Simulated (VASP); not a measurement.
# CaSe (Fm-3m) in VASP: a series of runs

The runs below take CaSe through single point, with PBE.

Everything below comes from runs of VASP 6.6.1. Logs are shortened: lines on timing, memory, paths and dates and some standing lists are left out, and cuts for length are marked.

**1. The cell of the first run**

The structure is cubic, space group Fm-3m (No. 225). The conventional cell has a = 5.940 Å, b = 5.940 Å, c = 5.940 Å, α = 90.00°, β = 90.00°, γ = 90.00°. Within 3.9 Å of Ca (site symmetry m-3m) lie 6 Se at 2.97 Å. Within 3.9 Å of Se (site symmetry m-3m) lie 6 Ca at 2.97 Å.

**2. Single point, PBE**

The input, INCAR:

```
SYSTEM = CaSe
PREC = Accurate ; ENCUT = 500
EDIFF = 1E-6 ; ISMEAR = 0
SIGMA = 0.1 ; LREAL = .False.
LASPH = .True. ; NELM = 120
ALGO = Normal ; ISIF = 2
LWAVE = .False. ; LCHARG = .True.
GGA = PE ; LELF = .True.
LVHAR = .True. ; NBANDS = 15
GGA_COMPAT = .False.
```

The input, KPOINTS:

```
Automatic mesh
0
Gamma
  4 4 4
  0 0 0
```

The input, POSCAR:

```
CaSe
1.0
    0.0000000000      2.9702381052      2.9702381052
    2.9702381052      0.0000000000      2.9702381052
    2.9702381052      2.9702381052      0.0000000000
Ca Se
1 1
Direct
    0.8830000000      0.9220000000      0.5470000000
    1.3830000000      1.4220000000      1.0470000000
```

Potentials or basis: VASP PAW PBE potentials, release 64 (Ca_sv, Se).

On the command line:

```console
> cat potpaw_PBE.64/Ca_sv/POTCAR potpaw_PBE.64/Se/POTCAR > POTCAR
> mpirun -np 1 vasp_std > vasp.out
```

OUTCAR:

```text
SYSTEM = CaSe
   PREC = Accurate
   ENCUT = 500
   EDIFF = 1E-6
   ISMEAR = 0
   LREAL = .False.
   LASPH = .True.
   NELM = 120
   ISIF = 2
   GGA = PE

 ion  position               nearest neighbor table
   1  0.883  0.922  0.547-   2 2.97   2 2.97   2 2.97   2 2.97   2 2.97   2 2.97
   2  0.383  0.422  0.047-   1 2.97   1 2.97   1 2.97   1 2.97   1 2.97   1 2.97

  LATTYP: Found a face centered cubic cell.
 ALAT       =     5.9404762104

  Lattice vectors:

 A1 = (   0.0000000000,   2.9702381052,   2.9702381052)
 A2 = (   2.9702381052,   0.0000000000,   2.9702381052)
 A3 = (   2.9702381052,   2.9702381052,   0.0000000000)

Analysis of symmetry for initial positions (statically):
=====================================================================
 Subroutine PRICEL returns:
 Original cell was already a primitive cell.

 Routine SETGRP: Setting up the symmetry group for a
 face centered cubic supercell.

 Subroutine GETGRP returns: Found 48 space group operations
 (whereof  1 operations were pure point group operations)
 out of a pool of 48 trial point group operations.

The static configuration has the point symmetry C_1 .
 The point group associated with its full space group is O_h .

Analysis of symmetry for dynamics (positions and initial velocities):
=====================================================================
 Subroutine PRICEL returns:
 Original cell was already a primitive cell.

 Routine SETGRP: Setting up the symmetry group for a
 face centered cubic supercell.

 Subroutine GETGRP returns: Found 48 space group operations
 (whereof  1 operations were pure point group operations)
 out of a pool of 48 trial point group operations.

The dynamic configuration has the point symmetry C_1 .
 The point group associated with its full space group is O_h .

 Subroutine INISYM returns: Found 48 space group operations
 (whereof  1 operations are pure point group operations),
 and found     1 'primitive' translations

----------------------------------------------------------------------------------------

                                     Primitive cell

  volume of cell :      52.4087

  direct lattice vectors                    reciprocal lattice vectors
     0.000000000  2.970238105  2.970238105    -0.168336673  0.168336673  0.168336673
     2.970238105  0.000000000  2.970238105     0.168336673 -0.168336673  0.168336673
     2.970238105  2.970238105  0.000000000     0.168336673  0.168336673 -0.168336673

  length of vectors
     4.200551012  4.200551012  4.200551012     0.291567670  0.291567670  0.291567670

  position of ions in fractional coordinates (direct lattice)
     0.883000000  0.922000000  0.547000000
     0.383000000  0.422000000  0.047000000

  ion indices of the primitive-cell ions
   primitive index   ion index
                 1           1
                 2           2

----------------------------------------------------------------------------------------

 KPOINTS: Automatic mesh

Automatic generation of k-mesh.
 Grid dimensions read from file:
 generate k-points for:    4    4    4

 Generating k-lattice:

  Cartesian coordinates                     Fractional coordinates (reciprocal lattice)
    -0.042084168  0.042084168  0.042084168     0.250000000  0.000000000  0.000000000
     0.042084168 -0.042084168  0.042084168     0.000000000  0.250000000  0.000000000
     0.042084168  0.042084168 -0.042084168     0.000000000  0.000000000  0.250000000

  Length of vectors
     0.072891918  0.072891918  0.072891918

  Shift w.r.t. Gamma in fractional coordinates (k-lattice)
     0.000000000  0.000000000  0.000000000

 Subroutine IBZKPT returns following result:
 ===========================================

 Found      8 irreducible k-points:

 Following reciprocal coordinates:
            Coordinates               Weight
  0.000000  0.000000  0.000000      1.000000
  0.250000  0.000000  0.000000      8.000000
  0.500000  0.000000  0.000000      4.000000
  0.250000  0.250000  0.000000      6.000000
  0.500000  0.250000  0.000000     24.000000
 -0.250000  0.250000  0.000000     12.000000
  0.500000  0.500000  0.000000      3.000000
 -0.250000  0.500000  0.250000      6.000000
   k-points           NKPTS =      8   k-points in BZ     NKDIM =      8   number of bands    NBANDS=     15
   number of dos      NEDOS =    301   number of ions     NIONS =      2
   total plane-waves  NPLWV =  32768
   dimension x,y,z NGX =    32 NGY =   32 NGZ =   32
   dimension x,y,z NGXF=    64 NGYF=   64 NGZF=   64
   ions per type =               1   1
   NGX,Y,Z   is equivalent  to a cutoff of  12.66, 12.66, 12.66 a.u.
   NGXF,Y,Z  is equivalent  to a cutoff of  25.33, 25.33, 25.33 a.u.
 SYSTEM =  CaSe
   PREC   = accura    normal or accurate (medium, high low for compatibility)
   ISTART =      0    job   : 0-new  1-cont  2-samecut
   ICHARG =      2    charge: 1-file 2-atom 10-const
   ISPIN  =      1    spin polarized calculation?
   LNONCOLLINEAR =      F non collinear calculations
   LSORBIT =      F    spin-orbit coupling
   LASPH  =      T    aspherical Exc in radial PAW
   ENCUT  =  500.0 eV  36.75 Ry    6.06 a.u.   7.66  7.66  7.66*2*pi/ulx,y,z
   NELM   =    120;   NELMIN=  2; NELMDL= -5     # of ELM steps
   EDIFF  = 0.1E-05   stopping-criterion for ELM
   LREAL  =      F    real-space projection
   EDIFFG = 0.1E-04   stopping-criterion for IOM
   NSW    =      0    number of steps for IOM
[... 5 lines left out ...]
   TEBEG  =    0.0;   TEEND  =   0.0 temperature during run
   PSTRESS=    0.0 pullay stress
   NELECT =      16.0000    total number of electrons
   NUPDOWN=      -1.0000    fix difference up-down
   EMIN   =  10.00;   EMAX   =-10.00  energy-range for DOS
   EFERMI =   0.00;   METHOD = LEGACY
   ISMEAR =     0;   SIGMA  =   0.10  broadening in eV -4-tet -1-fermi 0-gaus
   EFERMI_NEDOS =   21; number of points for ismear=-14 and -15
   IALGO  =     38    algorithm
   IMIX   =      4    mixing-type and parameters
     AMIX     =   0.40;   BMIX     =  1.00
     AMIX_MAG =   1.60;   BMIX_MAG =  1.00
  volume/ion in A,a.u.               =      26.20       176.84
  Fermi-wavevector in a.u.,A,eV,Ry     =   1.102335  2.083111 16.533014  1.215142
  Thomas-Fermi vector in A             =   2.238776
   LORBIT       =      0    0 simple, 1 ext, 2 COOP (PROOUT), +10 PAW based schemes
   GGA     = PE    functional components
   LHFCALC =     F    Hartree Fock is set to
   AEXX    =    0.0000 exact exchange contribution
   IVDW    =     0    specifies the selected vdW correction
   LEPSILON=     F    determine dielectric tensor
   LRPA    =     F    only Hartree local field effects (RPA)
 non-spin polarized calculation
 Gauss-broadening in eV      SIGMA  =   0.10
  energy-cutoff  :      500.00
  volume of cell :       52.41
 maximum number of plane-waves:      1363
 NGX is ok and might be reduce to    32
   NGX = 15   NGY = 15   NGZ = 15

 number of electron      16.0000000 magnetization

 Free energy of the ion-electron system (eV)
  ---------------------------------------------------
  ext. energy  EPLUGINS =         0.00000000
  ---------------------------------------------------
  free energy    TOTEN  =        -9.46870952 eV

  energy without entropy =       -9.46870952  energy(sigma->0) =       -9.46870952

 E-fermi :   2.8535     XC(G=0):  -9.0974

 val. band max:        2.3707438156   @ k =   0.0000   0.0000   0.0000
 cond. band min:       4.4148327228   @ k =   0.5000   0.5000   0.0000
 fundamental gap:      2.0440889072
 Fermi energy:         2.8535084867

 k-point     1 :       0.0000    0.0000    0.0000
  band No.  band energies     occupation
      1     -37.4335      2.00000
      2     -18.4249      2.00000
      3     -18.4249      2.00000
      4     -18.4249      2.00000
      5      -9.3820      2.00000
      6       2.3707      2.00000
      7       2.3707      2.00000
      8       2.3707      2.00000
      9       5.6397      0.00000
     10       6.0692      0.00000
     11       6.0692      0.00000
     12       6.0692      0.00000
     13       6.6245      0.00000
     14       6.6245      0.00000
     15      12.0616      0.00000

 k-point     2 :       0.2500    0.0000    0.0000
  band No.  band energies     occupation
      1     -37.4304      2.00000
      2     -18.4793      2.00000
      3     -18.4286      2.00000
      4     -18.4286      2.00000
      5      -9.0640      2.00000
      6       0.3915      2.00000
      7       1.6848      2.00000
      8       1.6848      2.00000
      9       6.0766      0.00000
     10       6.7850      0.00000
     11       6.7850      0.00000
     12       7.9962      0.00000
     13       7.9962      0.00000
     14       8.0301      0.00000
     15      11.7015      0.00000

 k-point     3 :       0.5000    0.0000    0.0000
  band No.  band energies     occupation
      1     -37.4272      2.00000
      2     -18.5323      2.00000
      3     -18.4323      2.00000
      4     -18.4323      2.00000
      5      -8.7077      2.00000
      6      -0.8688      2.00000
      7       1.1967      2.00000
      8       1.1967      2.00000
      9       6.8610      0.00000
     10       7.8023      0.00000
     11       7.8318      0.00000
     12       7.8318      0.00000
     13       9.8010      0.00000
     14       9.8010      0.00000
     15      10.4006      0.00000

 k-point     4 :       0.2500    0.2500    0.0000
  band No.  band energies     occupation
      1     -37.4293      2.00000
      2     -18.4704      2.00000
      3     -18.4404      2.00000
      4     -18.4404      2.00000
      5      -9.0301      2.00000
      6       0.2853      2.00000
      7       1.7676      2.00000
      8       1.7676      2.00000
      9       5.1018      0.00000
     10       6.7895      0.00000
     11       6.9766      0.00000
     12       7.6583      0.00000
     13       7.6583      0.00000
     14      10.2641      0.00000
     15      11.0404      0.00000

 k-point     5 :       0.5000    0.2500    0.0000
  band No.  band energies     occupation
      1     -37.4262      2.00000
      2     -18.5048      2.00000
      3     -18.4572      2.00000
      4     -18.4443      2.00000
      5      -8.7635      2.00000
      6      -0.2431      2.00000
      7       0.7937      2.00000
      8       1.3153      2.00000
      9       5.7664      0.00000
     10       7.9705      0.00000
     11       8.0181      0.00000
     12       8.2314      0.00000
     13       8.2822      0.00000
     14       9.1175      0.00000
     15      10.6498      0.00000

 k-point     6 :      -0.2500    0.2500    0.0000
  band No.  band energies     occupation
      1     -37.4272      2.00000
      2     -18.4995      2.00000
      3     -18.4598      2.00000
      4     -18.4324      2.00000
      5      -8.7978      2.00000
      6      -0.2366      2.00000
      7       0.8925      2.00000
      8       1.2547      2.00000
      9       7.0984      0.00000
     10       7.2125      0.00000
     11       7.3264      0.00000
     12       7.7388      0.00000
     13       8.6824      0.00000
     14       9.7597      0.00000
     15      11.3952      0.00000

 k-point     7 :       0.5000    0.5000    0.0000
  band No.  band energies     occupation
      1     -37.4252      2.00000
      2     -18.5027      2.00000
      3     -18.4562      2.00000
      4     -18.4562      2.00000
      5      -8.8164      2.00000
      6      -0.1199      2.00000
      7       1.4475      2.00000
      8       1.4475      2.00000
      9       4.4148      0.00000
     10       7.3561      0.00000
     11       7.3760      0.00000
     12       8.3299      0.00000
     13       8.3561      0.00000
     14       8.3561      0.00000
     15      12.4125      0.00000

 k-point     8 :      -0.2500    0.5000    0.2500
  band No.  band energies     occupation
      1     -37.4252      2.00000
      2     -18.4794      2.00000
      3     -18.4794      2.00000
      4     -18.4622      2.00000
      5      -8.7310      2.00000
      6       0.4154      2.00000
      7       0.4154      2.00000
      8       0.7206      2.00000
      9       6.7510      0.00000
     10       6.7510      0.00000
     11       7.5671      0.00000
     12       8.0470      0.00000
     13       8.3616      0.00000
     14      10.8821      0.00000
     15      11.2846      0.00000

------------------------ aborting loop because EDIFF is reached ----------------------------------------

  FORCE on cell =-STRESS in cart. coord.  units (eV):
  Direction    XX          YY          ZZ          XY          YZ          ZX
  --------------------------------------------------------------------------------------
  -------------------------------------------------------------------------------------
  Total        0.2329649      0.2329649      0.2329649      0.0000000      0.0000000     -0.0000000
  in kB        7.1219236      7.1219236      7.1219236      0.0000000      0.0000000     -0.0000000
  external PRESSURE =       7.1219236 kB  Pullay stress =       0.0000000 kB

 VOLUME and BASIS-vectors are now :
 -----------------------------------------------------------------------------
  energy-cutoff  :      500.00
  volume of cell :       52.41
      direct lattice vectors                 reciprocal lattice vectors
     0.000000000  2.970238105  2.970238105    -0.168336673  0.168336673  0.168336673
     2.970238105  0.000000000  2.970238105     0.168336673 -0.168336673  0.168336673
     2.970238105  2.970238105  0.000000000     0.168336673  0.168336673 -0.168336673

 POSITION                                       TOTAL-FORCE (eV/Angst)
 -----------------------------------------------------------------------------------
      4.36328      4.24744      5.36128         0.000000      0.000000      0.000000
      1.39304      1.27720      2.39104         0.000000      0.000000      0.000000
 -----------------------------------------------------------------------------------
    total drift:                                0.000000     -0.000000     -0.000000

  FREE ENERGIE OF THE ION-ELECTRON SYSTEM (eV)
  ---------------------------------------------------
  free  energy   TOTEN  =        -9.4687095231 eV

  energy  without entropy=       -9.4687095231  energy(sigma->0) =       -9.46870952
```

Run time: 10 s. Hardware: 1 thread of Intel Xeon Platinum 8259CL at 2.50GHz (Skylake/Cascade Lake), shared host; peak memory 0.17 GiB.

Results:

* Free energy: -9.4687 eV
* Pressure: 0.7 GPa
* Band gap on the k mesh: 2.04 eV (least direct gap 2.97 eV)

Levels at points of the mesh, in eV from the valence-band top:
```
           k point  band 5  band 6  band 7  band 8  band 9  band 10  band 11  band 12
(0.00, 0.00, 0.00)  -11.75    0.00    0.00    0.00    3.27     3.70     3.70     3.70
(0.50, 0.00, 0.00)  -11.08   -3.24   -1.17   -1.17    4.49     5.43     5.46     5.46
(0.50, 0.50, 0.00)  -11.19   -2.49   -0.92   -0.92    2.04     4.99     5.01     5.96
```

Caveat: the k points lie up to 0.46 Å⁻¹ apart.

**3. Single point, PBE**

The input, INCAR:

```
SYSTEM = CaSe
PREC = Accurate
ENCUT = 500
EDIFF = 1E-6
ISMEAR = 0
SIGMA = 0.1
LREAL = .False.
LASPH = .True.
NELM = 120
ALGO = Normal
ISIF = 2
LWAVE = .False.
LCHARG = .False.
GGA = PE
NBANDS = 15
GGA_COMPAT = .False.
```

The input, KPOINTS:

```
regular mesh
0
Gamma
  4 4 4
  0 0 0
```

The input, POSCAR:

```
CaSe
1.0
    0.0000000000      2.9702381052      2.9702381052
    2.9702381052      0.0000000000      2.9702381052
    2.9702381052      2.9702381052      0.0000000000
Ca Se
1 1
Direct
    0.0000000000      0.0000000000      0.0000000000
    0.5000000000      0.5000000000      0.5000000000
```

Potentials or basis: VASP PAW PBE potentials, release 64 (Ca_sv, Se).

On the command line:

```console
> cat potpaw_PBE.64/Ca_sv/POTCAR potpaw_PBE.64/Se/POTCAR > POTCAR
> mpirun -np 1 vasp_std > vasp.out
```

Run time: 8.5 s. Hardware: 1 thread of Intel Xeon Platinum 8259CL at 2.50GHz (Skylake/Cascade Lake), shared host; peak memory 0.17 GiB.

It converged, with:

* Free energy: -9.4687 eV
* Pressure: 0.7 GPa
* Band gap on the k mesh: 2.04 eV (least direct gap 2.97 eV)

Levels at points of the mesh, in eV from the valence-band top:
```tsv
k point	band 5	band 6	band 7	band 8	band 9	band 10	band 11	band 12
(0.00, 0.00, 0.00)	-11.75	0.00	0.00	0.00	3.27	3.70	3.70	3.70
(0.50, 0.00, 0.00)	-11.08	-3.24	-1.17	-1.17	4.49	5.43	5.46	5.46
(0.50, 0.50, 0.00)	-11.19	-2.49	-0.92	-0.92	2.04	4.99	5.01	5.96
```

Caveat: the k points lie up to 0.46 Å⁻¹ apart.

**4. Single point, PBE**

The input, INCAR:

```
  PREC = Accurate
  ENCUT = 500
  EDIFF = 1E-6
  ISMEAR = 0
  SIGMA = 0.1
  LREAL = F
  LASPH = T
  NELM = 120
  ALGO = Normal
  ISIF = 2
  LWAVE = F
  LCHARG = T
  GGA = PE
  LELF = T
  LVHAR = T
  NELECT = 18.0
  NBANDS = 15
  GGA_COMPAT = F
```

The input, KPOINTS:

```
regular mesh
0
Gamma
  4 4 4
```

POSCAR is that of step 3.

On the command line:

```console
> cat potpaw_PBE.64/Ca_sv/POTCAR potpaw_PBE.64/Se/POTCAR > POTCAR
> mpirun -np 1 vasp_std > vasp.out
```

Wall time 9.3 s (1 thread of Intel Xeon Platinum 8259CL at 2.50GHz (Skylake/Cascade Lake), shared host); peak memory 0.17 GiB.

The run converged. Its results:

```
Free energy : 1.7893 eV
```

Levels at points of the mesh, in eV from the Fermi level:
| k point | band 5 | band 6 | band 7 | band 8 | band 9 | band 10 | band 11 | band 12 | band 13 | band 14 |
| --- | --- | --- | --- | --- | --- | --- | --- | --- | --- | --- |
| (0.00, 0.00, 0.00) | -16.55 | -4.73 | -4.73 | -4.73 | -1.82 | -0.65 | -0.65 | -0.65 | 0.25 | 0.25 |
| (0.50, 0.00, 0.00) | -15.82 | -8.09 | -5.85 | -5.85 | -0.60 | 1.34 | 1.59 | 1.59 | 3.20 | 3.20 |
| (0.50, 0.50, 0.00) | -15.96 | -7.30 | -5.67 | -5.67 | -2.68 | 0.14 | 1.20 | 2.24 | 2.28 | 2.28 |

Caveat: the k points lie up to 0.46 Å⁻¹ apart, too coarse for converged energies and pressures of a metal; the cell carries a net charge on a neutralising background, which shifts energy and pressure; the cell is charged against a uniform background, so pressure and absolute levels hang on convention.
